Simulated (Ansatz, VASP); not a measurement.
MoS2 in VASP and in Ansatz

```
CELL_PARAMETERS angstrom
3.13466 0.00000 0.00000
-1.56733 2.71469 0.00000
0.00000 0.00000 23.93758
ATOMIC_POSITIONS crystal
S 0.00000 0.00000 0.18799
S 0.33333 0.66667 0.32245
S 0.33333 0.66667 0.47452
S 0.00000 0.00000 0.60898
Mo 0.66667 0.33333 0.25522
Mo 0.66667 0.33333 0.54175
```

Alike in both runs: task single point; functional PBE; dispersion D3(BJ); k mesh 12 × 12 × 1; occupations gaussian, width 0.1 eV; no spin polarisation.

|  | VASP | Ansatz |
| --- | --- | --- |
| version | VASP 6.6.1 | Ansatz 0.2.0 |
| potentials or method | VASP PAW PBE potentials, release 64 (S, Mo_sv), cutoff 520 eV | scalar-relativistic, plane waves, PAW |
| valence electrons in the cell | 52 | 52 |

Ansatz gave:

| Property | Result |
| --- | --- |
| gap on the k mesh at the Fermi level (eV) | none |
| rms of the force components (eV/Å) | 0.015 |
| work function, face that differs most (eV) | 5.10 |

Task: What did VASP give for the same quantities?

Result: gap on the k mesh at the Fermi level (eV): none; rms of the force components (eV/Å): 0.015; work function, face that differs most (eV): 5.07.

A gap of «none» marks a metal or a gap that the smearing closes.
